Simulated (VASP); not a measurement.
Wanted: the native input for a VASP 6.6.1 run.

| Item | Value |
| --- | --- |
| Task | single point |
| Functional | HSE06 |
| Potentials or basis | VASP PAW PBE potentials, release 64 (Pb_d, S) |
| Cutoff | 520 eV |
| k mesh | 4 × 4 × 4 |
| Occupations | fermi-dirac, width 0.05 eV |
| Spin | no spin polarisation |
| Dipole correction | no |
| Grid for exact exchange (PRECFOCK) | Normal |
| Further INCAR settings | ALGO = Normal; EDIFF = 1e-07; NBANDS = 17 |
| Share of exact exchange | 0.25 |
| Screening parameter | 0.2079 1/Å |

Crystal: PbS.

```
CELL_PARAMETERS angstrom
4.03442 0.00000 0.00000
-2.01721 3.49391 0.00000
0.00000 0.00000 3.73697
ATOMIC_POSITIONS crystal
Pb 0.00000 0.00000 0.00000
S 0.66667 0.33333 0.50000
```

The input as run:

POSCAR

```
PbS
1.0
    4.0344247261      0.0000000000      0.0000000000
   -2.0172123630      3.4939143025      0.0000000000
    0.0000000000      0.0000000000      3.7369692780
Pb S
1 1
Direct
    0.0000000000      0.0000000000      0.0000000000
    0.6666666667      0.3333333333      0.5000000000
```

INCAR.step1

```
SYSTEM = PbS
  PREC = Accurate
  ENCUT = 520
  EDIFF = 1E-5
  ISMEAR = -1
  SIGMA = 0.05
  LREAL = .False.
  LASPH = .True.
  NELM = 100
  ALGO = Normal
  ISIF = 2
  LWAVE = .True.
  LCHARG = .False.
  GGA = PE
  NBANDS = 17
```

INCAR.step2

```
SYSTEM = PbS
  PREC = Accurate
  ENCUT = 520
  EDIFF = 1E-7
  ISMEAR = -1
  SIGMA = 0.05
  LREAL = .False.
  LASPH = .True.
  NELM = 100
  ALGO = Normal
  ISIF = 2
  LWAVE = .False.
  LCHARG = .False.
  GGA = PE
  LHFCALC = .True.
  HFSCREEN = 0.2079
  PRECFOCK = Normal
  ISTART = 1
  NBANDS = 17
```

KPOINTS

```
regular mesh
0
Gamma
  4 4 4
  0 0 0
```

Potentials or basis: VASP PAW PBE potentials, release 64 (Pb_d, S).

Launch:

```bash
$ cat potpaw_PBE.64/Pb_d/POTCAR potpaw_PBE.64/S/POTCAR > POTCAR
$ cp INCAR.step1 INCAR
$ mpirun -np 1 vasp_std > vasp.out
$ cp INCAR.step2 INCAR
$ mpirun -np 1 vasp_std > vasp.out
```

Results of the run:

```json
{
 "Pressure": "1.1 GPa",
 "Band gap on the k mesh": "0.41 eV (least direct gap 1.27 eV)"
}
```

Caveat: the k points lie up to 0.45 Å⁻¹ apart; the PAW data sets were made with another functional, which shifts forces and pressure a little; spin-orbit coupling is left out, which moves the levels of the heavy elements.

Run time: 26 min on 1 thread of Intel Xeon 8259CL (shared host), peak memory 0.29 GiB.
